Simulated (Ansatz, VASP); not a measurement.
## Zr2B in VASP and in Ansatz

File INCAR:

```
SYSTEM = Zr2B
  PREC = Accurate
  ENCUT = 520
  EDIFF = 1E-6
  ISMEAR = 0
  SIGMA = 0.1
  LREAL = .False.
  LASPH = .True.
  NELM = 150
  ALGO = Normal
  ISIF = 2
  LWAVE = .False.
  LCHARG = .False.
  ISPIN = 2
  MAGMOM = 1 1 1 1 0 0
  LORBIT = 11
  LMAXMIX = 4
  GGA = PE
  NBANDS = 40
```

KPOINTS

```
regular mesh
0
Gamma
  4 4 4
  0 0 0
```

The input POSCAR:

```
Zr2B
1.0
    3.7825105921      0.0000000000      0.0000000000
    0.0000000000      3.7825105921      0.0000000000
    0.0000000000      0.0000000000      7.0117331190
Zr B
4 2
Direct
    0.5000000000      0.0000000000      0.3694067127
    0.0000000000      0.5000000000      0.6305932873
    0.5000000000      0.5000000000      0.0000000000
    0.0000000000      0.0000000000      0.0000000000
    0.0000000000      0.5000000000      0.2716781536
    0.5000000000      0.0000000000      0.7283218464
```

Input for Ansatz:

```yaml
crystal:
  lattice:
    - [3.7825105921, 0.0, 0.0]
    - [0.0, 3.7825105921, 0.0]
    - [0.0, 0.0, 7.011733119]
  atoms:
    - { symbol: Zr, position: [0.5, 0.0, 0.3694067127], spin: 1.0 }
    - { symbol: Zr, position: [0.0, 0.5, 0.6305932873], spin: 1.0 }
    - { symbol: Zr, position: [0.5, 0.5, 0.0], spin: 1.0 }
    - { symbol: Zr, position: [0.0, 0.0, 0.0], spin: 1.0 }
    - { symbol: B, position: [0.0, 0.5, 0.2716781536] }
    - { symbol: B, position: [0.5, 0.0, 0.7283218464] }
basis:
  ecutwfc: 420
kpoints:
  mp_grid: { grid: [4, 4, 4] }
hamiltonian:
  xc: pbe
scf:
  occupations: { method: gaussian, width: 0.1 }
  lower_state_search: "off"
output:
  forces: true
  stress: true
  eigenvalues: true
  populations: true
magnetization:
  spin_polarized: true
```

Change from the starting cell: species swapped into the TbSe2 type (P4/nmm, No. 129).

Alike in both runs: task single point; functional PBE; k mesh 4 × 4 × 4; occupations gaussian, width 0.1 eV; collinear spin.

|  | VASP | Ansatz |
| --- | --- | --- |
| version | VASP 6.6.1 | Ansatz 0.2.0 |
| potentials or method | VASP PAW PBE potentials, release 64 (Zr_sv, B), cutoff 520 eV | scalar-relativistic, plane waves, PAW |
| valence electrons in the cell | 54 | 54 |

Ansatz gave:

```
gap on the k mesh at the Fermi level (eV)                     : none
pressure (GPa)                                                : 0.5
traceless stress, the component that is largest in VASP (GPa) : 0.24
rms of the force components (eV/Å)                            : 0.016
net moment per atom (μB)                                      : 0.00
```

Which values does VASP return?

gap on the k mesh at the Fermi level (eV): none; pressure (GPa): 0.6; traceless stress, the component that is largest in VASP (GPa): 0.20; rms of the force components (eV/Å): 0.016; net moment per atom (μB): 0.00.

Atom by atom the forces differ by 0.001 eV/Å (rms over components). A gap of «none» marks a metal or a gap that the smearing closes. Ansatz's warnings: seeded moment not kept.

The k mesh is coarse, so the values compare programs but aren't converged.
